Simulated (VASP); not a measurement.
Write the native input for VASP 6.6.1 that does the following.

```yaml
Task: single point
Functional: PBEsol
Potentials_or_basis: VASP PAW PBE potentials, release 64 (Na_pv, H)
Cutoff: 520 eV
k_mesh: 8 × 8 × 8
Occupations: gaussian, width 0.02 eV
Spin: no spin polarisation
Dipole_correction: no
Further_INCAR_settings: ALGO = Normal; EDIFF = 1e-06; NBANDS = 11
```

The structure of NaH lies in POSCAR:

```
NaH
1.0
    0.0000000000      2.4400000000      2.4400000000
    2.4400000000      0.0000000000      2.4400000000
    2.4400000000      2.4400000000      0.0000000000
Na H
1 1
Direct
    0.0000000000      0.0000000000      0.0000000000
    0.4861762295      0.4977459016      0.5107459016
```

This cell differs from its parent crystal: one atom moved.

The input as run:

INCAR

```
SYSTEM = NaH
ALGO = Normal
EDIFF = 1E-6
ENCUT = 520
GGA = PS
ISIF = 2
ISMEAR = 0
LASPH = .True.
LCHARG = .False.
LREAL = .False.
LWAVE = .False.
NBANDS = 11
NELM = 100
PREC = Accurate
SIGMA = 0.02
```

KPOINTS

```
k-points
0
Gamma
  8 8 8
  0 0 0
```

Potentials or basis: VASP PAW PBE potentials, release 64 (Na_pv, H).

Run with:

```bash
$ cat potpaw_PBE.64/Na_pv/POTCAR potpaw_PBE.64/H/POTCAR > POTCAR
$ mpirun -np 1 vasp_std > vasp.out
```

It gave:

```yaml
Pressure: -1.2 GPa
Largest_force: 0.035 eV/Å
Band_gap_on_the_k_mesh: 3.52 eV, indirect (least direct gap 4.40 eV)
```

Caveat: the cell differs from its parent crystal (one atom moved); the PAW data sets were made with another functional, which shifts forces and pressure a little.

Wall time 36 s on 1 thread of Intel(R) Xeon(R) Platinum 8559C (Emerald Rapids), with other jobs on the host, peak memory 0.2 GiB.
